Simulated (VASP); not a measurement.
Input of a VASP 6.6.1 run:

File INCAR:

```
  PREC = Accurate
  ENCUT = 520
  EDIFF = 1E-6
  ISMEAR = 0
  SIGMA = 0.15
  LREAL = F
  LASPH = T
  NELM = 80
  ALGO = Normal
  ISIF = 2
  LWAVE = F
  LCHARG = T
  GGA = PS
  IVDW = 12
  LELF = T
  LVHAR = T
  NBANDS = 16
```

Contents of KPOINTS:

```
Automatic mesh
0
Gamma
  18 18 6
```

File POSCAR:

```
C
1.0
    2.4580081300      0.0000000000      0.0000000000
   -1.2290040650      2.1286974833      0.0000000000
    0.0000000000      0.0000000000      6.2727680850
C
4
Direct
    0.0000000000      0.0000000000      0.0025000000
    0.0000000000      0.0000000000      0.5025000000
    0.3333333333      0.6666666667      0.0025000000
    0.6666666667      0.3333333333      0.5025000000
```

Potentials or basis: VASP PAW PBE potentials, release 64 (C).

Command:

```console
$ cat potpaw_PBE.64/C/POTCAR > POTCAR
$ mpirun -np 1 vasp_std > vasp.out
```

Task: Predict the pressure.

Result: 1.5 GPa.

Task: Estimate the band gap on the k mesh.

Result: Zero (band 8 reaches 5.25 eV, above the bottom of band 9 at 5.20 eV).

Task: Predict the dispersion energy per atom.

Result: -0.118 eV.

Stress tensor (GPa, compression positive):
```
1.15 0.00 0.00
0.00 1.15 0.00
0.00 0.00 2.19
```

Caveat: the cell differs from its parent crystal (engineering shear strain xy +0.0000, normal strain along z -0.0467); the PAW data sets were made with another functional, which shifts forces and pressure a little.
